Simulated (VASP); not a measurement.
# C (R-3m) in VASP: single point with PBEsol+D3(BJ)

Aim: the single point of C with PBEsol+D3(BJ).

Program: VASP 6.6.1. These are calculated values, not measurements. Logs are shortened: lines on timing, memory, paths and dates and some standing lists are left out, and cuts for length are marked.

## (1) The cell of the first run

It takes space group R-3m (No. 166, trigonal). Conventional cell: a = 2.458 Å, b = 2.458 Å, c = 9.849 Å, α = 90.00°, β = 90.00°, γ = 120.00°. Within 1.9 Å of C (site symmetry 3m) lie 3 C at 1.42 Å.

## (2) Single point, PBEsol+D3(BJ)

The input, INCAR:

```
SYSTEM = C
PREC     = Accurate       ! precision mode
ENCUT    = 600            ! plane-wave cutoff, eV
EDIFF    = 1E-6           ! SCF threshold, eV
ISMEAR   = 0              ! smearing method
SIGMA    = 0.05           ! smearing width, eV
LREAL    = .FALSE.        ! projectors in reciprocal space
LASPH    = .TRUE.         ! aspherical terms in the spheres
NELM     = 120            ! most SCF steps
ALGO     = Normal         ! electronic algorithm
ISIF     = 2              ! what is computed and relaxed
LWAVE    = .FALSE.        ! write WAVECAR
LCHARG   = .FALSE.        ! write CHGCAR
GGA      = PS             ! functional
IVDW     = 12             ! dispersion correction
NBANDS   = 31             ! bands
GGA_COMPAT= .FALSE.
```

The input, KPOINTS:

```
Automatic mesh
0
G
  8 11 3
  0 0 0
```

The input, POSCAR:

```
C
1.0
    0.0000000000      1.4191802056     -3.2829684911
   -2.4580922212      0.0000000000      0.0000000000
    1.2290461106      9.2246713365      3.2829684911
C
10
Direct
    0.5668825978      0.0333167232      0.0666334465
    0.7668825978      0.6333167232      0.2666334465
    0.9668825978      0.2333167232      0.4666334465
    0.1668825978      0.8333167232      0.6666334465
    0.3668825978      0.4333167232      0.8666334465
    0.8331174022      0.1666832768      0.3333665535
    0.0331174022      0.7666832768      0.5333665535
    0.2331174022      0.3666832768      0.7333665535
    0.4331174022      0.9666832768      0.9333665535
    0.6331174022      0.5666832768      0.1333665535
```

Potentials or basis: VASP PAW PBE potentials, release 64 (C).

Run with:

```
cat potpaw_PBE.64/C/POTCAR > POTCAR
mpirun -np 1 vasp_std > vasp.out
```

OUTCAR:

```text
SYSTEM = C
   PREC = Accurate
   ENCUT = 600
   EDIFF = 1E-6
   ISMEAR = 0
   LREAL = .FALSE.
   LASPH = .TRUE.
   NELM = 120
   ISIF = 2
   GGA = PS
   IVDW = 12
 IVDW          = 12

 ion  position               nearest neighbor table
   1  0.567  0.033  0.067-  10 1.42  10 1.42   9 1.42
   2  0.767  0.633  0.267-   6 1.42   6 1.42  10 1.42
   3  0.967  0.233  0.467-   7 1.42   7 1.42   6 1.42
   4  0.167  0.833  0.667-   8 1.42   8 1.42   7 1.42
   5  0.367  0.433  0.867-   9 1.42   9 1.42   8 1.42
   6  0.833  0.167  0.333-   2 1.42   2 1.42   3 1.42
   7  0.033  0.767  0.533-   3 1.42   3 1.42   4 1.42
   8  0.233  0.367  0.733-   4 1.42   4 1.42   5 1.42
   9  0.433  0.967  0.933-   5 1.42   5 1.42   1 1.42
  10  0.633  0.567  0.133-   1 1.42   1 1.42   2 1.42

  LATTYP: Found a base centered monoclinic cell.
 ALAT       =    19.5828949218
 B/A-ratio  =     0.1255224129
 C/A-ratio  =     0.1826381757
 COS(beta)  =    -0.0660649074

  Lattice vectors:

 A1 = (   1.2290461106,  -9.2246713365,  -3.2829684911)
 A2 = (  -1.2290461106,  -9.2246713365,  -3.2829684911)
 A3 = (   0.0000000000,   1.4191802056,  -3.2829684911)

Analysis of symmetry for initial positions (statically):
=====================================================================
 Subroutine PRICEL returns following result:

  LATTYP: Found a trigonal (rhomboedric) cell.
 ALAT       =     3.5765842042
 COS(alpha) =     0.7638274380

  Lattice vectors:

 A1 = (  -1.2290461106,   0.7095901028,   3.2829684911)
 A2 = (  -0.0000000000,  -1.4191802056,   3.2829684911)
 A3 = (   1.2290461106,   0.7095901028,   3.2829684911)

   5 primitive cells build up your supercell.

 Routine SETGRP: Setting up the symmetry group for a
 base centered monoclinic supercell.

 Subroutine GETGRP returns: Found  4 space group operations
 (whereof  4 operations were pure point group operations)
 out of a pool of  4 trial point group operations.

The static configuration has the point symmetry C_2h.

Analysis of symmetry for dynamics (positions and initial velocities):
[... 145 lines left out ...]
   LREAL  =      F    real-space projection
   EDIFFG = 0.1E-04   stopping-criterion for IOM
   NSW    =      0    number of steps for IOM
   IBRION =     -1    ionic relax: 0-MD 1-quasi-New 2-CG
   NFREE  =      0    steps in history (QN), initial steepest desc. (CG)
   ISIF   =      2    stress and relaxation
   ISYM   =      2    0-nonsym 1-usesym 2-fastsym
   POTIM  = 0.5000    time-step for ionic-motion
   TEBEG  =    0.0;   TEEND  =   0.0 temperature during run
   PSTRESS=    0.0 pullay stress
   NELECT =      40.0000    total number of electrons
   NUPDOWN=      -1.0000    fix difference up-down
   EMIN   =  10.00;   EMAX   =-10.00  energy-range for DOS
   EFERMI =   0.00;   METHOD = LEGACY
   ISMEAR =     0;   SIGMA  =   0.05  broadening in eV -4-tet -1-fermi 0-gaus
   EFERMI_NEDOS =   21; number of points for ismear=-14 and -15
   IALGO  =     38    algorithm
   IMIX   =      4    mixing-type and parameters
     AMIX     =   0.40;   BMIX     =  1.00
     AMIX_MAG =   1.60;   BMIX_MAG =  1.00
  volume/ion in A,a.u.               =       8.59        57.96
  Fermi-wavevector in a.u.,A,eV,Ry     =   1.268938  2.397944 21.908137  1.610203
  Thomas-Fermi vector in A             =   2.402006
   LORBIT       =      0    0 simple, 1 ext, 2 COOP (PROOUT), +10 PAW based schemes
   GGA     = PS    functional components
   LHFCALC =     F    Hartree Fock is set to
   AEXX    =    0.0000 exact exchange contribution
   IVDW    =    12    specifies the selected vdW correction
   LEPSILON=     F    determine dielectric tensor
   LRPA    =     F    only Hartree local field effects (RPA)
 non-spin polarized calculation
 Gauss-broadening in eV      SIGMA  =   0.05
  energy-cutoff  :      600.00
  volume of cell :       85.89
 maximum number of plane-waves:      2898
 NGX is ok and might be reduce to    30
   NGX = 15   NGY =  9   NGZ = 39

 number of electron      39.9999998 magnetization

 Free energy of the ion-electron system (eV)
  ---------------------------------------------------
  ext. energy  EPLUGINS =         0.00000000
  ---------------------------------------------------
  free energy    TOTEN  =       -96.42739321 eV

  energy without entropy =      -96.42722104  energy(sigma->0) =      -96.42730713

 E-fermi :   4.8983     XC(G=0): -10.7165

 val. band max:        4.8506235602   @ k =   0.0000   0.3636   0.3333
 cond. band min:       4.9459781614   @ k =   0.0000   0.3636   0.3333
 fundamental gap:      0.0953546012
 Fermi energy:         4.8983008611

 k-point     1 :       0.0000    0.0000    0.0000
  band No.  band energies     occupation
      1     -14.8672      2.00000
      2     -13.8565      2.00000
      3     -13.8565      2.00000
      4     -10.9615      2.00000
      5     -10.9615      2.00000
      6      -6.3861      2.00000
[... 805 lines left out ...]
     30      14.5828      0.00000
     31      15.4272      0.00000

 [... further k-points ...]

------------------------ aborting loop because EDIFF is reached ----------------------------------------

 Edisp (eV)   -1.12622

 E8    (eV) :    -0.5477

  FORCE on cell =-STRESS in cart. coord.  units (eV):
  Direction    XX          YY          ZZ          XY          YZ          ZX
  --------------------------------------------------------------------------------------
  -------------------------------------------------------------------------------------
  Total       0.44009     0.24216    -0.11708     0.00000    -0.00011     0.00000
  in kB       8.20900     4.51693    -2.18385     0.00000    -0.00211     0.00000
  external pressure =        3.51 kB  Pullay stress =        0.00 kB

 VOLUME and BASIS-vectors are now :
 -----------------------------------------------------------------------------
  energy-cutoff  :      600.00
  volume of cell :       85.89
      direct lattice vectors                 reciprocal lattice vectors
     0.000000000  1.419180206 -3.282968491     0.000000000  0.093950953 -0.263988725
    -2.458092221  0.000000000  0.000000000    -0.406819562  0.046975477  0.020306825
     1.229046111  9.224671337  3.282968491     0.000000000  0.093950953  0.040613650

 POSITION                                       TOTAL-FORCE (eV/Angst)
 -----------------------------------------------------------------------------------
      0.00000      1.41918     -1.64230        -0.000000     -0.020098      0.006817
     -1.22905      3.54795     -1.64230        -0.000000     -0.020098      0.006817
      0.00000      5.67672     -1.64230        -0.000000     -0.020098      0.006817
     -1.22905      6.38631      1.64067        -0.000000     -0.020098      0.006817
      0.00000      8.51508      1.64067        -0.000000     -0.020098      0.006817
     -0.00000      4.25754     -1.64067         0.000000      0.020098     -0.006817
     -1.22905      4.96713      1.64230         0.000000      0.020098     -0.006817
     -0.00000      7.09590      1.64230         0.000000      0.020098     -0.006817
     -1.22905      9.22467      1.64230         0.000000      0.020098     -0.006817
     -1.22905      2.12877     -1.64067         0.000000      0.020098     -0.006817
 -----------------------------------------------------------------------------------
    total drift:                               -0.000000      0.000000      0.000000

  FREE ENERGIE OF THE ION-ELECTRON SYSTEM (eV)
  ---------------------------------------------------
  free  energy   TOTEN  =       -97.5536178154 eV

  energy  without entropy=      -97.5534456409  energy(sigma->0) =      -97.55353173
```

stdout:

```text
POSCAR found type information on POSCAR C
 POSCAR found :  1 types and      10 ions
 scaLAPACK will be used
 -----------------------------------------------------------------------------
|                                                                             |
|                                                                             |
|     You enforced a specific xc type in the INCAR file but a different       |
[... 21 lines left out ...]
|                                                                             |
 -----------------------------------------------------------------------------

 POSCAR, INCAR and KPOINTS ok, starting setup
 FFT: planning ... GRIDC
 FFT: planning ... GRID_SOFT
 FFT: planning ... GRID
 WAVECAR not read
 entering main loop
```

It took 2.3 min on 1 thread of Intel Xeon 6975P-C (Granite Rapids), shared host; peak memory 0.4 GiB.

What came out:

* Free energy: -97.5536 eV
* Pressure: 0.4 GPa
* Largest force: 0.021 eV/Å
* Dispersion energy per atom: -0.113 eV

Forces on the atoms (eV/Å):
```
C    0.000 -0.020  0.007
C    0.000 -0.020  0.007
C    0.000 -0.020  0.007
C    0.000 -0.020  0.007
C    0.000 -0.020  0.007
C    0.000  0.020 -0.007
C    0.000  0.020 -0.007
C    0.000  0.020 -0.007
C    0.000  0.020 -0.007
C    0.000  0.020 -0.007
```

Stress tensor (GPa, compression positive):
```
 0.82  0.00  0.00
 0.00  0.45  0.00
 0.00  0.00 -0.22
```

Caveat: the PAW data sets were made with another functional, which shifts forces and pressure a little.
